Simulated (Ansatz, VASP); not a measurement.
## One calculation of AgCl, two programs

File INCAR:

```
PREC     = Accurate       # precision mode
ENCUT    = 520            # plane-wave cutoff, eV
EDIFF    = 1E-6           # SCF threshold, eV
ISMEAR   = -1             # smearing method
SIGMA    = 0.02           # smearing width, eV
LREAL    = False          # projectors in reciprocal space
LASPH    = True           # aspherical terms in the spheres
NELM     = 100            # most SCF steps
ALGO     = Normal         # electronic algorithm
ISIF     = 2              # what is computed and relaxed
LWAVE    = False          # write WAVECAR
LCHARG   = False          # write CHGCAR
GGA      = PE             # functional
NBANDS   = 16             # bands
```

KPOINTS

```
regular mesh
0
Gamma
  8 8 8
```

File POSCAR:

```
AgCl
1.0
    0.0000000000      2.7731838141      2.7731838141
    2.7731838141      0.0000000000      2.7731838141
    2.7731838141      2.7731838141      0.0000000000
Ag Cl
1 1
Direct
    0.0000000000      0.0000000000      0.0000000000
    0.5000000000      0.5000000000      0.5000000000
```

Input for Ansatz:

```yaml
crystal:
  lattice:
    - [0.0, 2.7731838141, 2.7731838141]
    - [2.7731838141, 0.0, 2.7731838141]
    - [2.7731838141, 2.7731838141, 0.0]
  atoms:
    - { symbol: Ag, position: [0.0, 0.0, 0.0] }
    - { symbol: Cl, position: [0.5, 0.5, 0.5] }
kpoints:
  mp_grid: { grid: [8, 8, 8] }
  band_path:
    path:
      - [0.0, 0.0, 0.0]
      - [0.5, 0.0, 0.5]
      - [0.625, 0.25, 0.625]
      - [0.375, 0.375, 0.75]
      - [0.5, 0.5, 0.5]
      - [0.5, 0.25, 0.75]
      - [0.0375, 0.0375, 0.075]
      - [0.0, 0.0, 0.5]
    npoints: 1
hamiltonian:
  xc: pbe
scf:
  occupations: { method: fermi_dirac, width: 0.02 }
  n_extra_bands: 4
output:
  forces: true
  stress: true
  eigenvalues: true
```

Alike in both runs: task single point; functional PBE; k mesh 8 × 8 × 8; occupations fermi-dirac, width 0.02 eV; no spin polarisation.

|  | VASP | Ansatz |
| --- | --- | --- |
| version | VASP 6.6.1 | Ansatz 0.2.0 |
| potentials or method | VASP PAW PBE potentials, release 64 (Ag, Cl) | plane waves, PAW |
| plane-wave cutoff (eV) | 520 | 420 |
| valence electrons in the cell | 18 | 26 |

|  | VASP | Ansatz | Ansatz less VASP |
| --- | --- | --- | --- |
| gap on the k mesh at the Fermi level (eV) | 0.91 | 0.91 | +0.003 |
| pressure (GPa) | 1.5 | 1.6 | +0.14 |

VASP's potentials hold 18 valence electrons a cell and Ansatz's 26, so a difference there can come from the potentials and not from the codes.
